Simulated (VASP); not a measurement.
# GdIrF (P4/mmm) in VASP: notebook, part 2 of 3

VASP 6.6.1. The steps go on from the part before.

### Step 4. Single point, PBE, collinear spin, ferromagnetic start

Input file INCAR:

```
SYSTEM = GdIrF
PREC = Accurate
ENCUT = 520
EDIFF = 1E-7
ISMEAR = 0
SIGMA = 0.1
LREAL = .FALSE.
LASPH = .TRUE.
NELM = 150
ALGO = Normal
ISIF = 2
LWAVE = .FALSE.
LCHARG = .TRUE.
ISPIN = 2
MAGMOM = 7.37 0.18 0
LORBIT = 11
LMAXMIX = 6
GGA = PE
LELF = .TRUE.
LVHAR = .TRUE.
NBANDS = 28
```

Input file KPOINTS:

```
Automatic mesh
0
G
  6 6 4
  0 0 0
```

Input file POSCAR:

```
GdIrF
1.0
    3.6825633875      0.0000000000      0.0000000000
    0.0000000000      3.6825633875      0.0000000000
    0.0000000000      0.0000000000      4.3121282255
Gd Ir F
1 1 1
Direct
    0.5000000000      0.5000000000      0.5000000000
    0.0000000000      0.0000000000      0.0000000000
    0.5000000000      0.5000000000      0.0000000000
```

Started as:

```sh
cat potpaw_PBE.64/Gd/POTCAR potpaw_PBE.64/Ir/POTCAR potpaw_PBE.64/F/POTCAR > POTCAR
mpirun -np 1 vasp_std > vasp.out
```

It took 2.4 min on 1 thread of Intel Xeon 6975P-C (Granite Rapids), shared host; peak memory 0.26 GiB.

It converged, with:

- Free energy: -24.1219 eV
- Pressure: -0.3 GPa
- Net moment: 7.07 μB per cell
- Site moments: Gd +6.77; Ir +0.00; F +0.01 μB
- Valence electrons inside the program's atomic spheres: Gd 15.16; Ir 7.82; F 6.09

Stress tensor (GPa, compression positive):
```
-0.49  0.00  0.00
 0.00 -0.49  0.00
 0.00  0.00 -0.05
```

Levels at points of the mesh, in eV from the Fermi level:
Spin up:
| k point | band 17 | band 18 | band 19 | band 20 | band 21 | band 22 | band 23 | band 24 | band 25 | band 26 |
| --- | --- | --- | --- | --- | --- | --- | --- | --- | --- | --- |
| (0.00, 0.00, 0.00) | -2.65 | -1.58 | -1.20 | -1.20 | -0.88 | 1.11 | 3.61 | 4.15 | 4.15 | 4.41 |
| (0.50, 0.00, 0.00) | -1.24 | -1.24 | -0.96 | -0.77 | 0.10 | 0.53 | 0.95 | 2.10 | 3.44 | 4.52 |
| (0.50, 0.50, 0.00) | -2.28 | -2.28 | -1.14 | -0.05 | 0.19 | 3.11 | 3.11 | 3.69 | 3.69 | 5.46 |
| (0.00, 0.00, 0.50) | -2.32 | -2.05 | -0.99 | -0.99 | -0.72 | -0.72 | 0.10 | 4.11 | 4.11 | 4.21 |
| (0.50, 0.00, 0.50) | -1.45 | -1.31 | -0.77 | 0.07 | 0.86 | 0.86 | 1.84 | 2.98 | 3.75 | 4.91 |
| (0.50, 0.50, 0.50) | -1.77 | -1.03 | -1.01 | -0.58 | -0.04 | 1.22 | 1.88 | 1.88 | 5.51 | 6.80 |
Spin down:
```tsv
k point	band 11	band 12	band 13	band 14	band 15	band 16
(0.00, 0.00, 0.00)	-1.56	-1.15	-1.15	-0.81	0.57	0.58
(0.50, 0.00, 0.00)	-1.01	-0.95	-0.73	0.13	0.56	0.69
(0.50, 0.50, 0.00)	-2.16	-1.09	-0.06	0.26	0.55	0.57
(0.00, 0.00, 0.50)	-2.17	-1.08	-1.08	-0.80	-0.79	0.66
(0.50, 0.00, 0.50)	-1.25	-0.76	0.11	0.43	0.46	0.61
(0.50, 0.50, 0.50)	-1.00	-0.73	-0.59	-0.05	0.21	0.57
```

Caveat: the k points lie up to 0.36 Å⁻¹ apart; spin-orbit coupling is left out, which moves the levels of the heavy elements; a cell with one magnetic atom can't hold antiferromagnetic order, which such compounds often take; semilocal functionals describe open f shells poorly, which spoils levels, moments and volumes. The state reached can hang on the start; a lower one may exist.

### Step 5. Relaxation of cell and atoms, PBE, collinear spin, ferromagnetic start

This run uses another cell than the first one, of 21.19 Å³/atom.

Input file INCAR:

```
SYSTEM = GdIrF
ALGO = Normal
EDIFF = 1E-6
EDIFFG = -0.04
ENCUT = 600
GGA = PE
IBRION = 2
ISIF = 3
ISMEAR = 0
ISPIN = 2
LASPH = .True.
LCHARG = .False.
LMAXMIX = 6
LORBIT = 11
LREAL = .False.
LWAVE = .False.
MAGMOM = 7 1 0
NELM = 150
NSW = 90
PREC = Accurate
SIGMA = 0.1
```

Input file KPOINTS:

```
k-points
0
Gamma
  4 4 4
  0 0 0
```

Input file POSCAR:

```
GdIrF
1.0
    3.8040734500      0.0000000000      0.0000000000
    0.0000000000      3.8040734500      0.0000000000
    0.0000000000      0.0000000000      4.3923126700
Gd Ir F
1 1 1
Direct
    0.5000000000      0.5000000000      0.5000000000
    0.0000000000      0.0000000000      0.0000000000
    0.5000000000      0.5000000000      0.0000000000
```

Potentials or basis: VASP PAW PBE potentials, release 64 (Gd, Ir, F).

Started as:

```sh
cat potpaw_PBE.64/Gd/POTCAR potpaw_PBE.64/Ir/POTCAR potpaw_PBE.64/F/POTCAR > POTCAR
mpirun -np 1 vasp_std > vasp.out
```

OUTCAR:

```text
SYSTEM = GdIrF
   EDIFF = 1E-6
   EDIFFG = -0.04
   ENCUT = 600
   GGA = PE
   IBRION = 2
   ISIF = 3
   ISMEAR = 0
   ISPIN = 2
   LASPH = .True.
   LORBIT = 11
   LREAL = .False.
   NELM = 150
   NSW = 90
   PREC = Accurate

 ion  position               nearest neighbor table
   1  0.500  0.500  0.500-   3 2.20   3 2.20   2 3.47   2 3.47   2 3.47   2 3.47   2 3.47   2 3.47
                             2 3.47   2 3.47
   2  0.000  0.000  0.000-   1 3.47   1 3.47   1 3.47   1 3.47   1 3.47   1 3.47   1 3.47   1 3.47

   3  0.500  0.500  0.000-   1 2.20   1 2.20

  LATTYP: Found a simple tetragonal cell.
 ALAT       =     3.8040734500
 C/A-ratio  =     1.1546340332

  Lattice vectors:

 A1 = (   3.8040734500,   0.0000000000,   0.0000000000)
 A2 = (   0.0000000000,   3.8040734500,   0.0000000000)
 A3 = (   0.0000000000,   0.0000000000,   4.3923126700)

Analysis of symmetry for initial positions (statically):
=====================================================================
 Subroutine PRICEL returns:
 Original cell was already a primitive cell.

 Routine SETGRP: Setting up the symmetry group for a
 simple tetragonal supercell.

 Subroutine GETGRP returns: Found 16 space group operations
 (whereof 16 operations were pure point group operations)
 out of a pool of 16 trial point group operations.

The static configuration has the point symmetry D_4h.

Analysis of symmetry for dynamics (positions and initial velocities):
=====================================================================
 Subroutine PRICEL returns:
 Original cell was already a primitive cell.

 Routine SETGRP: Setting up the symmetry group for a
 simple tetragonal supercell.

 Subroutine GETGRP returns: Found 16 space group operations
 (whereof 16 operations were pure point group operations)
 out of a pool of 16 trial point group operations.

The dynamic configuration has the point symmetry D_4h.

Analysis of structural, dynamic, and magnetic symmetry:
=====================================================================
 Subroutine PRICEL returns:
 Original cell was already a primitive cell.

 Routine SETGRP: Setting up the symmetry group for a
 simple tetragonal supercell.

 Subroutine GETGRP returns: Found 16 space group operations
 (whereof 16 operations were pure point group operations)
 out of a pool of 16 trial point group operations.

The overall configuration has the point symmetry D_4h.

 Subroutine INISYM returns: Found 16 space group operations
 (whereof 16 operations are pure point group operations),
 and found     1 'primitive' translations

----------------------------------------------------------------------------------------

                                     Primitive cell

  volume of cell :      63.5610

  direct lattice vectors                    reciprocal lattice vectors
     3.804073450  0.000000000  0.000000000     0.262876102  0.000000000  0.000000000
     0.000000000  3.804073450  0.000000000     0.000000000  0.262876102  0.000000000
     0.000000000  0.000000000  4.392312670     0.000000000  0.000000000  0.227670495

  length of vectors
     3.804073450  3.804073450  4.392312670     0.262876102  0.262876102  0.227670495

  position of ions in fractional coordinates (direct lattice)
     0.500000000  0.500000000  0.500000000
     0.000000000  0.000000000  0.000000000
     0.500000000  0.500000000  0.000000000

  ion indices of the primitive-cell ions
   primitive index   ion index
[... 60 lines left out ...]
   ISTART =      0    job   : 0-new  1-cont  2-samecut
   ICHARG =      2    charge: 1-file 2-atom 10-const
   ISPIN  =      2    spin polarized calculation?
   LNONCOLLINEAR =      F non collinear calculations
   LSORBIT =      F    spin-orbit coupling
   LASPH  =      T    aspherical Exc in radial PAW
   ENCUT  =  600.0 eV  44.10 Ry    6.64 a.u.   7.60  7.60  8.77*2*pi/ulx,y,z
   NELM   =    150;   NELMIN=  2; NELMDL= -5     # of ELM steps
   EDIFF  = 0.1E-05   stopping-criterion for ELM
   LREAL  =      F    real-space projection
   EDIFFG = -.4E-01   stopping-criterion for IOM
   NSW    =     90    number of steps for IOM
   IBRION =      2    ionic relax: 0-MD 1-quasi-New 2-CG
   NFREE  =      1    steps in history (QN), initial steepest desc. (CG)
   ISIF   =      3    stress and relaxation
   ISYM   =      2    0-nonsym 1-usesym 2-fastsym
   POTIM  = 0.5000    time-step for ionic-motion
   TEBEG  =    0.0;   TEEND  =   0.0 temperature during run
   PSTRESS=    0.0 pullay stress
   NELECT =      34.0000    total number of electrons
   NUPDOWN=      -1.0000    fix difference up-down
   EMIN   =  10.00;   EMAX   =-10.00  energy-range for DOS
   EFERMI =   0.00;   METHOD = LEGACY
   ISMEAR =     0;   SIGMA  =   0.10  broadening in eV -4-tet -1-fermi 0-gaus
   EFERMI_NEDOS =   21; number of points for ismear=-14 and -15
   IALGO  =     38    algorithm
   IMIX   =      4    mixing-type and parameters
     AMIX     =   0.40;   BMIX     =  1.00
     AMIX_MAG =   1.60;   BMIX_MAG =  1.00
  volume/ion in A,a.u.               =      21.19       142.98
  Fermi-wavevector in a.u.,A,eV,Ry     =   1.328936  2.511325 24.028860  1.766071
  Thomas-Fermi vector in A             =   2.458136
   LORBIT       =     11    0 simple, 1 ext, 2 COOP (PROOUT), +10 PAW based schemes
   GGA     = PE    functional components
   LHFCALC =     F    Hartree Fock is set to
   AEXX    =    0.0000 exact exchange contribution
   IVDW    =     0    specifies the selected vdW correction
   LEPSILON=     F    determine dielectric tensor
   LRPA    =     F    only Hartree local field effects (RPA)
 conjugate gradient relaxation of ions
 spin polarized calculation
 Gauss-broadening in eV      SIGMA  =   0.10
  energy-cutoff  :      600.00
  volume of cell :       63.56
 maximum number of plane-waves:      2140
   NGX = 15   NGY = 15   NGZ = 17

--------------------------------------- Ionic step        1  -------------------------------------------

 number of electron      34.0000011 magnetization       7.4022838

 Free energy of the ion-electron system (eV)
  ---------------------------------------------------
  ext. energy  EPLUGINS =         0.00000000
  ---------------------------------------------------
  free energy    TOTEN  =       -24.05497259 eV

  energy without entropy =      -24.04158936  energy(sigma->0) =      -24.04828098

 E-fermi :   3.3905     XC(G=0): -10.4894

 val. band max:        3.3755867489   @ k =   0.2500   0.2500   0.2500
 cond. band min:       3.4037500679   @ k =   0.2500   0.2500   0.5000
 fundamental gap:      0.0281633191
 Fermi energy:         3.3904762567

 spin component 1

 k-point     1 :       0.0000    0.0000    0.0000
  band No.  band energies     occupation
      1     -41.9567      1.00000
      2     -21.7635      1.00000
      3     -19.5140      1.00000
      4     -19.2169      1.00000
      5     -19.2169      1.00000
      6      -3.0725      1.00000
[... 1106 lines left out ...]
  FREE ENERGIE OF THE ION-ELECTRON SYSTEM (eV)
  ---------------------------------------------------
  free  energy   TOTEN  =       -24.1233164609 eV

  energy  without entropy=      -24.1111145578  energy(sigma->0) =      -24.11721551

[... ionic steps 4 to 8 ...]

--------------------------------------- Ionic step        9  -------------------------------------------

 number of electron      33.9999994 magnetization       6.8975138

------------------------ aborting loop because EDIFF is reached ----------------------------------------
[... 69 lines left out ...]
--------------------------------------- Ionic step       11  -------------------------------------------

 number of electron      33.9999993 magnetization       6.8976655

 Free energy of the ion-electron system (eV)
  ---------------------------------------------------
  ext. energy  EPLUGINS =         0.00000000
  ---------------------------------------------------
  free energy    TOTEN  =       -24.14659984 eV

  energy without entropy =      -24.13318208  energy(sigma->0) =      -24.13989096

 E-fermi :   4.2607     XC(G=0): -10.9631

 val. band max:        4.2593162976   @ k =   0.0000   0.0000   0.5000
 cond. band min:       4.3018865822   @ k =   0.2500   0.2500   0.0000
 fundamental gap:      0.0425702846
 Fermi energy:         4.2607080792

 spin component 1

 k-point     1 :       0.0000    0.0000    0.0000
  band No.  band energies     occupation
      1     -41.0948      1.00000
      2     -21.5302      1.00000
      3     -18.7893      1.00000
      4     -18.3102      1.00000
      5     -18.3102      1.00000
      6      -2.7590      1.00000
[... 1030 lines left out ...]
  FREE ENERGIE OF THE ION-ELECTRON SYSTEM (eV)
  ---------------------------------------------------
  free  energy   TOTEN  =       -24.1465998441 eV

  energy  without entropy=      -24.1331820829  energy(sigma->0) =      -24.13989096

 reached required accuracy - stopping structural energy minimisation

 total charge

# of ion       s       p       d       f       tot
--------------------------------------------------
    1        2.040   5.630   0.438   7.053  15.162
    2        0.537   0.161   7.127   0.000   7.825
    3        1.763   4.326   0.000   0.000   6.089
--------------------------------------------------
tot          4.341  10.117   7.564   7.053  29.076

 magnetization (x)

# of ion       s       p       d       f       tot
--------------------------------------------------
    1       -0.002  -0.079   0.067   6.790   6.777
    2       -0.008   0.006  -0.150   0.000  -0.153
    3        0.001  -0.011   0.000   0.000  -0.010
--------------------------------------------------
tot         -0.009  -0.083  -0.084   6.790   6.614
```

It took 11 min on 1 thread of Intel Xeon 6975P-C (Granite Rapids), shared host; peak memory 0.28 GiB.

What came out:

| Quantity | Value |
| --- | --- |
| Free energy | -24.1466 eV |
| Relaxed volume | 19.34 Å³/atom |
| Relaxed cell | a = 3.664 Å, b = 3.664 Å, c = 4.321 Å, α = 90.00°, β = 90.00°, γ = 90.00° |
| Space group after relaxing (to 0.1 Å) | P4/mmm (No. 123) |
| Energy gained by relaxing | 30.5 meV/atom |
| Ionic steps | 11 |
| Pressure after relaxing | 0.0 GPa |
| Net moment | 6.90 μB per cell |
| Site moments | Gd +6.78; Ir -0.15; F -0.01 μB |
| Valence electrons inside the program's atomic spheres | Gd 15.16; Ir 7.83; F 6.09 |

Step by step:
```tsv
step	energy change (eV)	largest force (eV/Å)	pressure (GPa)	volume (Å³)
1	0.0000	0.0000	-5.60	63.56
2	-0.0035	0.0000	5.34	56.98
3	-0.0683	0.0000	-1.08	60.07
4	-0.0682	0.0000	-0.48	59.90
5	-0.0683	0.0000	-0.64	59.97
6	-0.0899	0.0000	0.23	58.37
7	-0.0910	0.0000	0.28	58.05
8	-0.0904	0.0000	0.69	57.40
9	-0.0912	0.0000	0.43	57.79
10	-0.0910	0.0000	-0.53	58.27
11	-0.0916	0.0000	0.03	58.01
```

Final structure:
```yaml
crystal:
  lattice:
    - [3.66395, 0.00000, 0.00000]
    - [0.00000, 3.66395, 0.00000]
    - [0.00000, 0.00000, 4.32117]
  atoms:
    - { symbol: Gd, position: [0.50000, 0.50000, 0.50000] }
    - { symbol: Ir, position: [0.00000, 0.00000, 0.00000] }
    - { symbol: F, position: [0.50000, 0.50000, 0.00000] }
```

Caveat: the k points lie up to 0.43 Å⁻¹ apart in the final cell; spin-orbit coupling is left out, which moves the levels of the heavy elements; a cell with one magnetic atom can't hold antiferromagnetic order, which such compounds often take; semilocal functionals describe open f shells poorly, which spoils levels, moments and volumes. With open d or f shells a metallic result of PBE can be an artefact of self-interaction; +U or a hybrid may open a gap.

(Part 2 of 3 ends here.)
